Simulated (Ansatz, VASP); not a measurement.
**Y in VASP and in Ansatz**

```
Y
1.0
    -1.98891    1.98891    1.98891
     1.98891   -1.98891    1.98891
     1.98891    1.98891   -1.98891
Y
1
Direct
  0.00000 0.00000 0.00000
```

Alike in both runs: task single point; functional PBEsol; k mesh 13 × 13 × 13; occupations fermi-dirac, width 0.1 eV; no spin polarisation.

|  | VASP | Ansatz |
| --- | --- | --- |
| version | VASP 6.6.1 | Ansatz 0.2.0 |
| potentials or method | VASP PAW PBE potentials, release 64 (Y_sv), cutoff 520 eV | plane waves (420 eV) with PAW, scalar-relativistic |
| valence electrons in the cell | 11 | 11 |

Ansatz gave:

| Property | Result |
| --- | --- |
| pressure (GPa) | 0.0 |

Task: Estimate VASP's values.

Result: Pressure (GPa): -0.1.

VASP's potentials were made for PBE, not for PBEsol, and Ansatz warns of the same on its side.
